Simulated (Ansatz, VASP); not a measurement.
**K2S in VASP and in Ansatz**

File INCAR:

```
PREC     = Accurate       # precision mode
ENCUT    = 500            # plane-wave cutoff, eV
EDIFF    = 1E-6           # SCF threshold, eV
ISMEAR   = 0              # smearing method
SIGMA    = 0.01           # smearing width, eV
LREAL    = False          # projectors in reciprocal space
LASPH    = True           # aspherical terms in the spheres
NELM     = 120            # most SCF steps
ALGO     = Normal         # electronic algorithm
ISIF     = 2              # what is computed and relaxed
LWAVE    = False          # write WAVECAR
LCHARG   = True           # write CHGCAR
GGA      = PE             # functional
LELF     = True           # ELF
LVHAR    = True         
NBANDS   = 19             # bands
GGA_COMPAT= False
```

File KPOINTS:

```
regular mesh
0
Gamma
  4 4 4
```

Contents of POSCAR:

```
K2S
1.0
    0.0000000000      3.7027568684      3.7027568684
    3.7027568684      0.0000000000      3.7027568684
    3.7027568684      3.7027568684      0.0000000000
S K
1 2
Direct
    0.0000000000      0.0000000000      0.0000000000
    0.2500000000      0.2500000000      0.2500000000
    0.7500000000      0.7500000000      0.7500000000
```

Input for Ansatz:

```yaml
crystal:
  lattice:
    - [0.0, 3.7027568684, 3.7027568684]
    - [3.7027568684, 0.0, 3.7027568684]
    - [3.7027568684, 3.7027568684, 0.0]
  atoms:
    - { symbol: S, position: [0.0, 0.0, 0.0] }
    - { symbol: K, position: [0.25, 0.25, 0.25] }
    - { symbol: K, position: [0.75, 0.75, 0.75] }
kpoints:
  mp_grid: { grid: [4, 4, 4] }
hamiltonian:
  xc: pbe
scf:
  occupations: { method: fixed }
  n_extra_bands: 1
output:
  forces: true
  stress: true
  eigenvalues: true
```

Alike in both runs: task single point; functional PBE; k mesh 4 × 4 × 4; no spin polarisation.

|  | VASP | Ansatz |
| --- | --- | --- |
| version | VASP 6.6.1 | Ansatz 0.2.0 |
| potentials or method | VASP PAW PBE potentials, release 64 (S, K_sv) | plane waves |
| plane-wave cutoff (eV) | 500 | 420 |
| occupations | gaussian, width 0.01 eV | fixed |
| valence electrons in the cell | 24 | 24 |

```tsv
	VASP	Ansatz	Ansatz less VASP
gap on the k mesh at the Fermi level (eV)	2.38	2.38	+0.001
pressure (GPa)	0.5	0.4	-0.03
```
